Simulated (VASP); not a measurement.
Here is a VASP 6.6.1 calculation.

Contents of INCAR:

```
  PREC = Accurate
  ENCUT = 520
  EDIFF = 1E-6
  ISMEAR = -1
  SIGMA = 0.08
  LREAL = False
  LASPH = True
  NELM = 60
  ALGO = Normal
  ISIF = 2
  LWAVE = False
  LCHARG = False
  LDIPOL = True
  IDIPOL = 3
  DIPOL = 0.5 0.5 0.500
  GGA = PE
  NBANDS = 37
```

File KPOINTS:

```
Automatic mesh
0
Gamma
  12 12 1
```

The input POSCAR:

```
Ta4W
1.0
    3.3195547167      0.0000000000      0.0000000000
    0.0000000000      3.3195547167      0.0000000000
    0.0000000000      0.0000000000     22.6391000000
Ta W
4 1
Direct
    0.0000000000      0.0000000000      0.3620236451
    0.5000000000      0.5000000000      0.4256082500
    0.5000000000      0.5000000000      0.5743917566
    0.0000000000      0.0000000000      0.6379763715
    0.0000000000      0.0000000000      0.4999999768
```

Potentials or basis: VASP PAW PBE potentials, release 64 (Ta_pv, W_sv).

Command:

```sh
$ cat potpaw_PBE.64/Ta_pv/POTCAR potpaw_PBE.64/W_sv/POTCAR > POTCAR
$ mpirun -np 1 vasp_std > vasp.out
```

**Question.** Estimate the band gap on the k mesh.

**Answer.** Zero (band 29 reaches 0.25 eV, above the bottom of band 30 at -0.05 eV).

**Question.** What does it give for the largest force?

**Answer.** 1.152 eV/Å.

Forces on the atoms (eV/Å):
```
Ta   0.000  0.000 -0.016
Ta   0.000  0.000  1.152
Ta   0.000  0.000 -1.152
Ta   0.000  0.000  0.016
W    0.000  0.000  0.000
```

Caveat: spin-orbit coupling is left out, which moves the levels of the heavy elements.
